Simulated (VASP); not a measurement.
# Zn in VASP: notebook

The runs below take Zn through single point, with PBE.

Program: VASP 6.6.1. These are calculated values, not measurements. Logs are shortened: lines on timing, memory, paths and dates and some standing lists are left out, and cuts for length are marked.

### Step 1. The cell of the first run

The typed cell holds 4 atoms: a = 3.765 Å, b = 3.765 Å, c = 3.765 Å, α = 90.00°, β = 90.00°, γ = 90.00°.

### Step 2. Single point, PBE (volume scaled by 0.88, then relaxed in part)

INCAR

```
ALGO = Fast
EDIFF = 1E-6
ENCUT = 520
GGA = PE
ISIF = 2
ISMEAR = 0
LASPH = True
LCHARG = False
LREAL = False
LWAVE = False
NBANDS = 32
NELM = 80
PREC = Accurate
SIGMA = 0.1
```

KPOINTS

```
k-points
0
Gamma
  12 12 12
```

POSCAR

```
Zn
1.0
    3.7648304734      0.0000000000      0.0000000000
    0.0000000000      3.7648304734      0.0000000000
    0.0000000000      0.0000000000      3.7648304734
Zn
4
Direct
   -0.0000143069     -0.0000143069     -0.0000143069
    0.5000143069      1.0000143069      0.4999856931
    0.4999856931      0.5000143069      1.0000143069
    1.0000143069      0.4999856931      0.5000143069
```

Potentials or basis: VASP PAW PBE potentials, release 64 (Zn).

On the command line:

```console
$ cat potpaw_PBE.64/Zn/POTCAR > POTCAR
$ mpirun -np 1 vasp_std > vasp.out
```

OUTCAR:

```text
EDIFF = 1E-6
   ENCUT = 520
   GGA = PE
   ISIF = 2
   ISMEAR = 0
   LASPH = True
   LREAL = False
   NELM = 80
   PREC = Accurate

 ion  position               nearest neighbor table
   1  1.000  1.000  1.000-   2 2.66   4 2.66   2 2.66   4 2.66   3 2.66   3 2.66   3 2.66   4 2.66
                             4 2.66   2 2.66   3 2.66   2 2.66
   2  0.500  0.000  0.500-   1 2.66   3 2.66   1 2.66   3 2.66   4 2.66   4 2.66   3 2.66   4 2.66
                             1 2.66   3 2.66   1 2.66   4 2.66
   3  0.500  0.500  0.000-   2 2.66   4 2.66   4 2.66   2 2.66   1 2.66   1 2.66   4 2.66   1 2.66
                             4 2.66   2 2.66   2 2.66   1 2.66
   4  0.000  0.500  0.500-   1 2.66   3 2.66   3 2.66   1 2.66   2 2.66   2 2.66   1 2.66   1 2.66
                             2 2.66   2 2.66   3 2.66   3 2.66

  LATTYP: Found a simple cubic cell.
 ALAT       =     3.7648304734

  Lattice vectors:

 A1 = (   3.7648304734,   0.0000000000,   0.0000000000)
 A2 = (   0.0000000000,   3.7648304734,   0.0000000000)
 A3 = (   0.0000000000,   0.0000000000,   3.7648304734)

Analysis of symmetry for initial positions (statically):
=====================================================================
 Subroutine PRICEL returns:
 Original cell was already a primitive cell.

 Routine SETGRP: Setting up the symmetry group for a
 simple cubic supercell.

 Subroutine GETGRP returns: Found 12 space group operations
 (whereof  3 operations were pure point group operations)
 out of a pool of 48 trial point group operations.

The static configuration has the point symmetry C_3 .
 The point group associated with its full space group is T   .

Analysis of symmetry for dynamics (positions and initial velocities):
=====================================================================
 Subroutine PRICEL returns:
 Original cell was already a primitive cell.

 Routine SETGRP: Setting up the symmetry group for a
 simple cubic supercell.

 Subroutine GETGRP returns: Found 12 space group operations
 (whereof  3 operations were pure point group operations)
 out of a pool of 48 trial point group operations.

The dynamic configuration has the point symmetry C_3 .
 The point group associated with its full space group is T   .

 Subroutine INISYM returns: Found 12 space group operations
 (whereof  3 operations are pure point group operations),
 and found     1 'primitive' translations

----------------------------------------------------------------------------------------

                                     Primitive cell

  volume of cell :      53.3625

  direct lattice vectors                    reciprocal lattice vectors
     3.764830473  0.000000000  0.000000000     0.265616210  0.000000000  0.000000000
     0.000000000  3.764830473  0.000000000     0.000000000  0.265616210  0.000000000
     0.000000000  0.000000000  3.764830473     0.000000000  0.000000000  0.265616210

  length of vectors
     3.764830473  3.764830473  3.764830473     0.265616210  0.265616210  0.265616210

  position of ions in fractional coordinates (direct lattice)
     0.999985693  0.999985693  0.999985693
     0.500014307  0.000014307  0.499985693
     0.499985693  0.500014307  0.000014307
     0.000014307  0.499985693  0.500014307

  ion indices of the primitive-cell ions
   primitive index   ion index
                 1           1
                 2           2
                 3           3
                 4           4

----------------------------------------------------------------------------------------

 KPOINTS: k-points

Automatic generation of k-mesh.
 Grid dimensions read from file:
 generate k-points for:   12   12   12

 Generating k-lattice:

  Cartesian coordinates                     Fractional coordinates (reciprocal lattice)
     0.022134684  0.000000000  0.000000000     0.083333333  0.000000000  0.000000000
     0.000000000  0.022134684  0.000000000     0.000000000  0.083333333  0.000000000
     0.000000000  0.000000000  0.022134684     0.000000000  0.000000000  0.083333333

  Length of vectors
     0.022134684  0.022134684  0.022134684

  Shift w.r.t. Gamma in fractional coordinates (k-lattice)
     0.000000000  0.000000000  0.000000000

 Subroutine IBZKPT returns following result:
 ===========================================

 Found    119 irreducible k-points:

 Following reciprocal coordinates:
            Coordinates               Weight
  0.000000  0.000000  0.000000      1.000000
  0.083333  0.000000  0.000000      6.000000
  0.166667  0.000000  0.000000      6.000000
  0.250000  0.000000  0.000000      6.000000
  0.333333  0.000000  0.000000      6.000000
  0.416667  0.000000  0.000000      6.000000
[... 16 lines left out ...]
 -0.166667  0.333333  0.000000     12.000000
  0.416667  0.166667  0.000000     12.000000
 [... further k-points ...]
   k-points           NKPTS =    119   k-points in BZ     NKDIM =    119   number of bands    NBANDS=     32
   number of dos      NEDOS =    301   number of ions     NIONS =      4
   total plane-waves  NPLWV =  21952
   dimension x,y,z NGX =    28 NGY =   28 NGZ =   28
   dimension x,y,z NGXF=    56 NGYF=   56 NGZF=   56
   ions per type =               4
   NGX,Y,Z   is equivalent  to a cutoff of  12.36, 12.36, 12.36 a.u.
   NGXF,Y,Z  is equivalent  to a cutoff of  24.73, 24.73, 24.73 a.u.
 SYSTEM =  unknown system
   PREC   = accura    normal or accurate (medium, high low for compatibility)
   ISTART =      0    job   : 0-new  1-cont  2-samecut
   ICHARG =      2    charge: 1-file 2-atom 10-const
   ISPIN  =      1    spin polarized calculation?
   LNONCOLLINEAR =      F non collinear calculations
   LSORBIT =      F    spin-orbit coupling
   LASPH  =      T    aspherical Exc in radial PAW
   ENCUT  =  520.0 eV  38.22 Ry    6.18 a.u.   7.00  7.00  7.00*2*pi/ulx,y,z
   NELM   =     80;   NELMIN=  2; NELMDL= -5     # of ELM steps
   EDIFF  = 0.1E-05   stopping-criterion for ELM
   LREAL  =      F    real-space projection
   EDIFFG = 0.1E-04   stopping-criterion for IOM
   NSW    =      0    number of steps for IOM
   IBRION =     -1    ionic relax: 0-MD 1-quasi-New 2-CG
   NFREE  =      0    steps in history (QN), initial steepest desc. (CG)
   ISIF   =      2    stress and relaxation
   ISYM   =      2    0-nonsym 1-usesym 2-fastsym
   POTIM  = 0.5000    time-step for ionic-motion
   TEBEG  =    0.0;   TEEND  =   0.0 temperature during run
   PSTRESS=    0.0 pullay stress
   NELECT =      48.0000    total number of electrons
   NUPDOWN=      -1.0000    fix difference up-down
   EMIN   =  10.00;   EMAX   =-10.00  energy-range for DOS
   EFERMI =   0.00;   METHOD = LEGACY
   ISMEAR =     0;   SIGMA  =   0.10  broadening in eV -4-tet -1-fermi 0-gaus
   EFERMI_NEDOS =   21; number of points for ismear=-14 and -15
   IALGO  =     68    algorithm
   IMIX   =      4    mixing-type and parameters
     AMIX     =   0.40;   BMIX     =  1.00
     AMIX_MAG =   1.60;   BMIX_MAG =  1.00
  volume/ion in A,a.u.               =      13.34        90.03
  Fermi-wavevector in a.u.,A,eV,Ry     =   1.580313  2.986359 33.979049  2.497390
  Thomas-Fermi vector in A             =   2.680560
   LORBIT       =      0    0 simple, 1 ext, 2 COOP (PROOUT), +10 PAW based schemes
   GGA     = PE    functional components
   LHFCALC =     F    Hartree Fock is set to
   AEXX    =    0.0000 exact exchange contribution
   IVDW    =     0    specifies the selected vdW correction
   LEPSILON=     F    determine dielectric tensor
   LRPA    =     F    only Hartree local field effects (RPA)
 non-spin polarized calculation
 RMM-DIIS sequential band-by-band and
 Gauss-broadening in eV      SIGMA  =   0.10
  energy-cutoff  :      520.00
  volume of cell :       53.36
 maximum number of plane-waves:      1472
   NGX = 15   NGY = 15   NGZ = 15

 number of electron      48.0000112 magnetization

 Free energy of the ion-electron system (eV)
  ---------------------------------------------------
  ext. energy  EPLUGINS =         0.00000000
  ---------------------------------------------------
  free energy    TOTEN  =        -4.08230087 eV

  energy without entropy =       -4.07773072  energy(sigma->0) =       -4.08001580

 E-fermi :   4.0855     XC(G=0): -12.2673

 val. band max:        4.0796790547   @ k =   0.5000   0.4167   0.4167
 cond. band min:       4.1367503210   @ k =   0.4167   0.2500   0.1667
 fundamental gap:      0.0570712663
 Fermi energy:         4.0854695766

 k-point     1 :       0.0000    0.0000    0.0000
  band No.  band energies     occupation
      1      -7.3753      2.00000
      2      -4.8510      2.00000
      3      -4.8510      2.00000
      4      -4.8510      2.00000
      5      -4.7258      2.00000
      6      -4.7258      2.00000
[... 24 lines left out ...]
     31      13.1642      0.00000
     32      13.1642      0.00000

 k-point     2 :       0.0833    0.0000    0.0000
  band No.  band energies     occupation
      1      -7.2987      2.00000
      2      -4.8378      2.00000
      3      -4.8273      2.00000
      4      -4.8273      2.00000
      5      -4.7126      2.00000
      6      -4.7081      2.00000
[... 24 lines left out ...]
     31      12.7435      0.00000
     32      13.2650      0.00000

 k-point     3 :       0.1667    0.0000    0.0000
  band No.  band energies     occupation
      1      -7.0704      2.00000
      2      -4.8017      2.00000
      3      -4.7599      2.00000
      4      -4.7599      2.00000
      5      -4.6739      2.00000
      6      -4.6549      2.00000
[... 24 lines left out ...]
     31      11.8111      0.00000
     32      13.5647      0.00000

 k-point     4 :       0.2500    0.0000    0.0000
  band No.  band energies     occupation
      1      -6.6974      2.00000
      2      -4.7548      2.00000
      3      -4.6597      2.00000
      4      -4.6597      2.00000
      5      -4.6123      2.00000
      6      -4.5662      2.00000
[... 654 lines left out ...]
     31      12.9605      0.00000
     32      13.1132      0.00000

 k-point    23 :      -0.1667    0.3333    0.0000
  band No.  band energies     occupation
      1      -5.9291      2.00000
      2      -4.6077      2.00000
      3      -4.5283      2.00000
      4      -4.4788      2.00000
      5      -4.4779      2.00000
      6      -4.4092      2.00000
[... 24 lines left out ...]
     31      12.9605      0.00000
     32      13.1133      0.00000

 k-point    24 :       0.4167    0.1667    0.0000
  band No.  band energies     occupation
      1      -5.3798      2.00000
      2      -4.6431      2.00000
      3      -4.4170      2.00000
      4      -4.3923      2.00000
      5      -4.3772      2.00000
      6      -4.2627      2.00000
[... 24 lines left out ...]
     31      13.4526      0.00000
     32      13.8987      0.00000

 [... further k-points ...]

------------------------ aborting loop because EDIFF is reached ----------------------------------------

  FORCE on cell =-STRESS in cart. coord.  units (eV):
  Direction    XX          YY          ZZ          XY          YZ          ZX
  --------------------------------------------------------------------------------------
  -------------------------------------------------------------------------------------
  Total        4.2499249      4.2499249      4.2499249      0.0000000      0.0000000      0.0000000
  in kB      127.6014374    127.6014374    127.6014374      0.0000000      0.0000000      0.0000000
  external PRESSURE =     127.6014374 kB  Pullay stress =       0.0000000 kB

 VOLUME and BASIS-vectors are now :
 -----------------------------------------------------------------------------
  energy-cutoff  :      520.00
  volume of cell :       53.36
      direct lattice vectors                 reciprocal lattice vectors
     3.764830473  0.000000000  0.000000000     0.265616210  0.000000000  0.000000000
     0.000000000  3.764830473  0.000000000     0.000000000  0.265616210  0.000000000
     0.000000000  0.000000000  3.764830473     0.000000000  0.000000000  0.265616210

 POSITION                                       TOTAL-FORCE (eV/Angst)
 -----------------------------------------------------------------------------------
      3.76478      3.76478      3.76478         0.000251      0.000251      0.000251
      1.88247      0.00005      1.88236        -0.000251     -0.000251      0.000251
      1.88236      1.88247      0.00005         0.000251     -0.000251     -0.000251
      0.00005      1.88236      1.88247        -0.000251      0.000251     -0.000251
 -----------------------------------------------------------------------------------
    total drift:                                0.000000      0.000000      0.000000

  FREE ENERGIE OF THE ION-ELECTRON SYSTEM (eV)
  ---------------------------------------------------
  free  energy   TOTEN  =        -4.0823008685 eV

  energy  without entropy=       -4.0777307231  energy(sigma->0) =       -4.08001580
```

Wall time 4.5 min (1 thread of Intel Xeon Platinum 8259CL at 2.50GHz (Skylake/Cascade Lake), shared host); peak memory 0.25 GiB.

Results:

| Quantity | Value |
| --- | --- |
| Free energy | -4.0823 eV |
| Pressure | 12.8 GPa |
| Band gap on the k mesh | zero (band 24 reaches 6.40 eV, above the bottom of band 25 at 2.91 eV) |

Levels at points of the mesh, in eV from the Fermi level:
```csv
k point,band 20,band 21,band 22,band 23,band 24,band 25,band 26,band 27,band 28,band 29
"(0.00, 0.00, 0.00)",-7.10,-7.10,-1.37,-1.37,-1.37,2.21,2.21,2.21,9.08,9.08
"(0.50, 0.00, 0.00)",-7.37,-7.10,-7.10,2.32,2.32,2.32,2.32,3.88,3.88,4.23
"(0.50, 0.50, 0.00)",-7.53,-4.90,-4.90,-4.90,-4.90,5.44,5.44,5.44,5.44,6.42
"(0.50, 0.50, 0.50)",-7.19,-3.50,-3.50,-3.50,-3.50,-1.17,-1.17,-1.17,-1.17,16.81
```

### Step 3. Single point, PBE (volume scaled by 0.91, then relaxed in part)

INCAR

```
SYSTEM = Zn
PREC = Accurate
ENCUT = 520
EDIFF = 1E-6
ISMEAR = 0
SIGMA = 0.1
LREAL = .False.
LASPH = .True.
NELM = 100
ALGO = Fast
ISIF = 2
LWAVE = .False.
LCHARG = .False.
GGA = PE
NBANDS = 32
```

KPOINTS

```
regular mesh
0
Gamma
  12 12 12
  0 0 0
```

POSCAR

```
Zn
1.0
    3.8071354803      0.0000000000      0.0000000000
    0.0000000000      3.8071354803      0.0000000000
    0.0000000000      0.0000000000      3.8071354803
Zn
4
Direct
   -0.0000143069     -0.0000143069     -0.0000143069
    0.5000143069      1.0000143069      0.4999856931
    0.4999856931      0.5000143069      1.0000143069
    1.0000143069      0.4999856931      0.5000143069
```

Potentials or basis: VASP PAW PBE potentials, release 64 (Zn).

On the command line:

```console
$ cat potpaw_PBE.64/Zn/POTCAR > POTCAR
$ mpirun -np 1 vasp_std > vasp.out
```

Run time: 4.7 min. Hardware: 1 thread of Intel Xeon Platinum 8259CL at 2.50GHz (Skylake/Cascade Lake), shared host; peak memory 0.25 GiB.

Results (log left out):

| Quantity | Value |
| --- | --- |
| Free energy | -4.2032 eV |
| Pressure | 8.7 GPa |
| Band gap on the k mesh | zero (band 24 reaches 6.11 eV, above the bottom of band 25 at 2.58 eV) |

Levels at points of the mesh, in eV from the Fermi level:
```
           k point  band 21  band 22  band 23  band 24  band 25  band 26  band 27  band 28
(0.00, 0.00, 0.00)    -7.01    -1.24    -1.24    -1.24     2.10     2.10     2.10     8.93
(0.50, 0.00, 0.00)    -7.01    -7.01     2.32     2.32     2.32     2.32     3.70     3.70
(0.50, 0.50, 0.00)    -4.79    -4.79    -4.79    -4.79     5.37     5.37     5.37     5.37
(0.50, 0.50, 0.50)    -3.31    -3.31    -3.31    -3.31    -1.21    -1.21    -1.21    -1.21
```
